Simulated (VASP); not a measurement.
# SnSe2 (P-3m1) in VASP: further runs

The runs below take SnSe2 through single point, with PBE.

All numbers are computed with VASP 6.6.1; they aren't measurements. Logs are shortened: lines on timing, memory, paths and dates and some standing lists are left out, and cuts for length are marked.

**1. The cell of the first run**

Symmetry: P-3m1, No. 164, trigonal system. Conventional cell: a = 3.811 Å, b = 3.811 Å, c = 6.136 Å, α = 90.00°, β = 90.00°, γ = 120.00°. Within 3.5 Å of Sn (site symmetry -3m) lie 6 Se at 2.68 Å. Se (site symmetry 3m) has 3 Sn at 2.68 Å within 3.5 Å.

**2. Single point, PBE**

File INCAR:

```
SYSTEM = SnSe2
PREC     = Accurate       ! precision mode
ENCUT    = 520            ! plane-wave cutoff, eV
EDIFF    = 1E-6           ! SCF threshold, eV
ISMEAR   = 0              ! smearing method
SIGMA    = 0.01           ! smearing width, eV
LREAL    = .FALSE.        ! projectors in reciprocal space
LASPH    = .TRUE.         ! aspherical terms in the spheres
NELM     = 80             ! most SCF steps
ALGO     = Normal         ! electronic algorithm
ISIF     = 2              ! what is computed and relaxed
LWAVE    = .FALSE.        ! write WAVECAR
LCHARG   = .FALSE.        ! write CHGCAR
GGA      = PE             ! functional
NBANDS   = 20             ! bands
```

File KPOINTS:

```
Automatic mesh
0
G
  6 6 4
  0 0 0
```

File POSCAR:

```
SnSe2
1.0
    3.8110000000      0.0000000000      0.0000000000
   -1.9055000000      3.3004228100      0.0000000000
    0.0000000000      0.0000000000      6.1360000000
Sn Se
1 2
Direct
    0.0000000000      0.0000000000      0.0000000000
    0.3333333343      0.6666666687      0.2490000000
    0.6666666672      0.3333333343      0.7510000000
```

Potentials or basis: VASP PAW PBE potentials, release 64 (Sn_d, Se).

Launch:

```sh
$ cat potpaw_PBE.64/Sn_d/POTCAR potpaw_PBE.64/Se/POTCAR > POTCAR
$ mpirun -np 1 vasp_std > vasp.out
```

OUTCAR:

```text
SYSTEM = SnSe2
   PREC = Accurate
   ENCUT = 520
   EDIFF = 1E-6
   ISMEAR = 0
   LREAL = .FALSE.
   LASPH = .TRUE.
   NELM = 80
   ISIF = 2
   GGA = PE

 ion  position               nearest neighbor table
   1  0.000  0.000  0.000-   3 2.68   2 2.68   2 2.68   3 2.68   3 2.68   2 2.68
   2  0.333  0.667  0.249-   1 2.68   1 2.68   1 2.68
   3  0.667  0.333  0.751-   1 2.68   1 2.68   1 2.68

  LATTYP: Found a hexagonal cell.
 ALAT       =     3.8110000000
 C/A-ratio  =     1.6100760955

  Lattice vectors:

 A1 = (   3.8110000000,   0.0000000000,   0.0000000000)
 A2 = (  -1.9055000000,   3.3004228100,   0.0000000000)
 A3 = (   0.0000000000,   0.0000000000,   6.1360000000)

Analysis of symmetry for initial positions (statically):
=====================================================================
 Subroutine PRICEL returns:
 Original cell was already a primitive cell.

 Routine SETGRP: Setting up the symmetry group for a
 hexagonal supercell.

 Subroutine GETGRP returns: Found 12 space group operations
 (whereof 12 operations were pure point group operations)
 out of a pool of 24 trial point group operations.

The static configuration has the point symmetry D_3d.

Analysis of symmetry for dynamics (positions and initial velocities):
=====================================================================
 Subroutine PRICEL returns:
 Original cell was already a primitive cell.

 Routine SETGRP: Setting up the symmetry group for a
 hexagonal supercell.

 Subroutine GETGRP returns: Found 12 space group operations
 (whereof 12 operations were pure point group operations)
 out of a pool of 24 trial point group operations.

The dynamic configuration has the point symmetry D_3d.

 Subroutine INISYM returns: Found 12 space group operations
 (whereof 12 operations are pure point group operations),
 and found     1 'primitive' translations

----------------------------------------------------------------------------------------

                                     Primitive cell

  volume of cell :      77.1781

  direct lattice vectors                    reciprocal lattice vectors
     3.811000000  0.000000000  0.000000000     0.262398321  0.151495741  0.000000000
    -1.905500000  3.300422810  0.000000000     0.000000000  0.302991482  0.000000000
     0.000000000  0.000000000  6.136000000     0.000000000  0.000000000  0.162972621

  length of vectors
     3.811000000  3.810999997  6.136000000     0.302991482  0.302991482  0.162972621

  position of ions in fractional coordinates (direct lattice)
     0.000000000  0.000000000  0.000000000
     0.333333334  0.666666669  0.249000000
     0.666666667  0.333333334  0.751000000

  ion indices of the primitive-cell ions
   primitive index   ion index
                 1           1
                 2           2
                 3           3

----------------------------------------------------------------------------------------

 KPOINTS: Automatic mesh

Automatic generation of k-mesh.
 Grid dimensions read from file:
 generate k-points for:    6    6    4

 Generating k-lattice:

  Cartesian coordinates                     Fractional coordinates (reciprocal lattice)
     0.043733053  0.025249290  0.000000000     0.166666667  0.000000000  0.000000000
     0.000000000  0.050498580  0.000000000     0.000000000  0.166666667  0.000000000
     0.000000000  0.000000000  0.040743155     0.000000000  0.000000000  0.250000000

  Length of vectors
     0.050498580  0.050498580  0.040743155

  Shift w.r.t. Gamma in fractional coordinates (k-lattice)
     0.000000000  0.000000000  0.000000000

 Subroutine IBZKPT returns following result:
 ===========================================

 Found     24 irreducible k-points:

 Following reciprocal coordinates:
            Coordinates               Weight
  0.000000  0.000000  0.000000      1.000000
  0.166667 -0.000000  0.000000      6.000000
  0.333333 -0.000000  0.000000      6.000000
  0.500000 -0.000000  0.000000      3.000000
  0.166667  0.166667  0.000000      6.000000
  0.333333  0.166667  0.000000     12.000000
[... 16 lines left out ...]
  0.333333  0.166667  0.500000     12.000000
  0.333333  0.333333  0.500000      2.000000
   k-points           NKPTS =     24   k-points in BZ     NKDIM =     24   number of bands    NBANDS=     20
   number of dos      NEDOS =    301   number of ions     NIONS =      3
   total plane-waves  NPLWV =  37632
   dimension x,y,z NGX =    28 NGY =   28 NGZ =   48
   dimension x,y,z NGXF=    56 NGYF=   56 NGZF=   96
   ions per type =               1   2
   NGX,Y,Z   is equivalent  to a cutoff of  12.21, 12.21, 13.00 a.u.
   NGXF,Y,Z  is equivalent  to a cutoff of  24.43, 24.43, 26.01 a.u.
 SYSTEM =  SnSe2
   PREC   = accura    normal or accurate (medium, high low for compatibility)
   ISTART =      0    job   : 0-new  1-cont  2-samecut
   ICHARG =      2    charge: 1-file 2-atom 10-const
   ISPIN  =      1    spin polarized calculation?
   LNONCOLLINEAR =      F non collinear calculations
   LSORBIT =      F    spin-orbit coupling
   LASPH  =      T    aspherical Exc in radial PAW
   ENCUT  =  520.0 eV  38.22 Ry    6.18 a.u.   7.09  7.09 11.41*2*pi/ulx,y,z
   NELM   =     80;   NELMIN=  2; NELMDL= -5     # of ELM steps
   EDIFF  = 0.1E-05   stopping-criterion for ELM
   LREAL  =      F    real-space projection
   EDIFFG = 0.1E-04   stopping-criterion for IOM
   NSW    =      0    number of steps for IOM
   IBRION =     -1    ionic relax: 0-MD 1-quasi-New 2-CG
   NFREE  =      0    steps in history (QN), initial steepest desc. (CG)
   ISIF   =      2    stress and relaxation
   ISYM   =      2    0-nonsym 1-usesym 2-fastsym
   POTIM  = 0.5000    time-step for ionic-motion
   TEBEG  =    0.0;   TEEND  =   0.0 temperature during run
   PSTRESS=    0.0 pullay stress
   NELECT =      26.0000    total number of electrons
   NUPDOWN=      -1.0000    fix difference up-down
   EMIN   =  10.00;   EMAX   =-10.00  energy-range for DOS
   EFERMI =   0.00;   METHOD = LEGACY
   ISMEAR =     0;   SIGMA  =   0.01  broadening in eV -4-tet -1-fermi 0-gaus
   EFERMI_NEDOS =   21; number of points for ismear=-14 and -15
   IALGO  =     38    algorithm
   IMIX   =      4    mixing-type and parameters
     AMIX     =   0.40;   BMIX     =  1.00
     AMIX_MAG =   1.60;   BMIX_MAG =  1.00
  volume/ion in A,a.u.               =      25.73       173.61
  Fermi-wavevector in a.u.,A,eV,Ry     =   1.139116  2.152617 17.654722  1.297585
  Thomas-Fermi vector in A             =   2.275820
   LORBIT       =      0    0 simple, 1 ext, 2 COOP (PROOUT), +10 PAW based schemes
   GGA     = PE    functional components
   LHFCALC =     F    Hartree Fock is set to
   AEXX    =    0.0000 exact exchange contribution
   IVDW    =     0    specifies the selected vdW correction
   LEPSILON=     F    determine dielectric tensor
   LRPA    =     F    only Hartree local field effects (RPA)
 non-spin polarized calculation
 Gauss-broadening in eV      SIGMA  =   0.01
  energy-cutoff  :      520.00
  volume of cell :       77.18
 maximum number of plane-waves:      2109
   NGX = 15   NGY = 15   NGZ = 23

 number of electron      26.0000006 magnetization

 Free energy of the ion-electron system (eV)
  ---------------------------------------------------
  ext. energy  EPLUGINS =         0.00000000
  ---------------------------------------------------
  free energy    TOTEN  =       -11.73726331 eV

  energy without entropy =      -11.73726331  energy(sigma->0) =      -11.73726331

 E-fermi :   4.2376     XC(G=0):  -9.4534

 val. band max:        4.1708087220   @ k =   0.0000   0.0000   0.0000
 cond. band min:       4.9858932164   @ k =   0.5000  -0.0000   0.2500
 fundamental gap:      0.8150844944
 Fermi energy:         4.2376019050

 k-point     1 :       0.0000    0.0000    0.0000
  band No.  band energies     occupation
      1     -17.0980      2.00000
      2     -17.0980      2.00000
      3     -17.0600      2.00000
      4     -17.0445      2.00000
      5     -17.0445      2.00000
      6      -9.8266      2.00000
[... 12 lines left out ...]
     19      13.1124      0.00000
     20      13.1124      0.00000

 k-point     2 :       0.1667   -0.0000    0.0000
  band No.  band energies     occupation
      1     -17.1121      2.00000
      2     -17.0896      2.00000
      3     -17.0542      2.00000
      4     -17.0479      2.00000
      5     -17.0417      2.00000
      6      -9.5508      2.00000
[... 12 lines left out ...]
     19      12.4450      0.00000
     20      13.3778      0.00000

 k-point     3 :       0.3333   -0.0000    0.0000
  band No.  band energies     occupation
      1     -17.1432      2.00000
      2     -17.0803      2.00000
      3     -17.0625      2.00000
      4     -17.0315      2.00000
      5     -17.0286      2.00000
      6      -8.8112      2.00000
[... 12 lines left out ...]
     19      13.1156      0.00000
     20      13.9723      0.00000

 k-point     4 :       0.5000   -0.0000    0.0000
  band No.  band energies     occupation
      1     -17.1593      2.00000
      2     -17.0789      2.00000
      3     -17.0672      2.00000
      4     -17.0223      2.00000
      5     -17.0187      2.00000
      6      -8.1628      2.00000
[... 12 lines left out ...]
     19      14.1817      0.00000
     20      14.8216      0.00000

 k-point     5 :       0.1667    0.1667    0.0000
  band No.  band energies     occupation
      1     -17.1284      2.00000
      2     -17.0882      2.00000
      3     -17.0541      2.00000
      4     -17.0462      2.00000
      5     -17.0291      2.00000
      6      -9.0369      2.00000
[... 12 lines left out ...]
     19      11.1840      0.00000
     20      14.3628      0.00000
[... 353 lines left out ...]
      6      -8.0677      2.00000
[... 12 lines left out ...]
     19      14.0406      0.00000
     20      14.9205      0.00000

 k-point    22 :       0.1667    0.1667    0.5000
  band No.  band energies     occupation
      1     -17.1286      2.00000
      2     -17.0883      2.00000
      3     -17.0542      2.00000
      4     -17.0462      2.00000
      5     -17.0291      2.00000
      6      -8.8833      2.00000
[... 12 lines left out ...]
     19      12.2145      0.00000
     20      13.3433      0.00000

 k-point    23 :       0.3333    0.1667    0.5000
  band No.  band energies     occupation
      1     -17.1442      2.00000
      2     -17.0916      2.00000
      3     -17.0581      2.00000
      4     -17.0323      2.00000
      5     -17.0210      2.00000
      6      -8.1342      2.00000
[... 12 lines left out ...]
     19      12.6232      0.00000
     20      13.8335      0.00000

 k-point    24 :       0.3333    0.3333    0.5000
  band No.  band energies     occupation
      1     -17.1202      2.00000
      2     -17.1202      2.00000
      3     -17.0406      2.00000
      4     -17.0406      2.00000
      5     -17.0265      2.00000
      6      -7.6797      2.00000
[... 12 lines left out ...]
     19      13.1683      0.00000
     20      13.2465      0.00000

------------------------ aborting loop because EDIFF is reached ----------------------------------------

  FORCE on cell =-STRESS in cart. coord.  units (eV):
  Direction    XX          YY          ZZ          XY          YZ          ZX
  --------------------------------------------------------------------------------------
  -------------------------------------------------------------------------------------
  Total        2.5082040      2.5082040      3.1646074      0.0000000      0.0000000      0.0000000
  in kB       52.0690389     52.0690388     65.6956396      0.0000000      0.0000000      0.0000000
  external PRESSURE =      56.6112391 kB  Pullay stress =       0.0000000 kB

 VOLUME and BASIS-vectors are now :
 -----------------------------------------------------------------------------
  energy-cutoff  :      520.00
  volume of cell :       77.18
      direct lattice vectors                 reciprocal lattice vectors
     3.811000000  0.000000000  0.000000000     0.262398321  0.151495741  0.000000000
    -1.905500000  3.300422810  0.000000000     0.000000000  0.302991482  0.000000000
     0.000000000  0.000000000  6.136000000     0.000000000  0.000000000  0.162972621

 POSITION                                       TOTAL-FORCE (eV/Angst)
 -----------------------------------------------------------------------------------
      0.00000      0.00000      0.00000        -0.000000     -0.000000      0.000000
     -0.00000      2.20028      1.52786        -0.000000     -0.000000      0.796016
      1.90550      1.10014      4.60814         0.000000      0.000000     -0.796016
 -----------------------------------------------------------------------------------
    total drift:                                0.000000     -0.000003      0.000000

  FREE ENERGIE OF THE ION-ELECTRON SYSTEM (eV)
  ---------------------------------------------------
  free  energy   TOTEN  =       -11.7372633074 eV

  energy  without entropy=      -11.7372633074  energy(sigma->0) =      -11.73726331
```

It took 28 s on 1 thread of Intel Xeon Platinum 8488C (Sapphire Rapids), shared host; peak memory 0.19 GiB.

Results:

```yaml
Free_energy: -11.7373 eV
Pressure: 5.7 GPa
Largest_force: 0.796 eV/Å
Band_gap_on_the_k_mesh: 0.82 eV, indirect (least direct gap 1.09 eV)
```

Forces in eV/Å, atoms in the order of the input:
```
Sn   0.000  0.000  0.000
Se   0.000  0.000  0.796
Se   0.000  0.000 -0.796
```

Caveat: spin-orbit coupling is left out, which moves the levels of the heavy elements; this functional lacks dispersion, which binds the layers, so the pressure and a relaxed spacing across them are unreliable. A k mesh can miss the band edges.

(Part 1 of 2 ends here.)
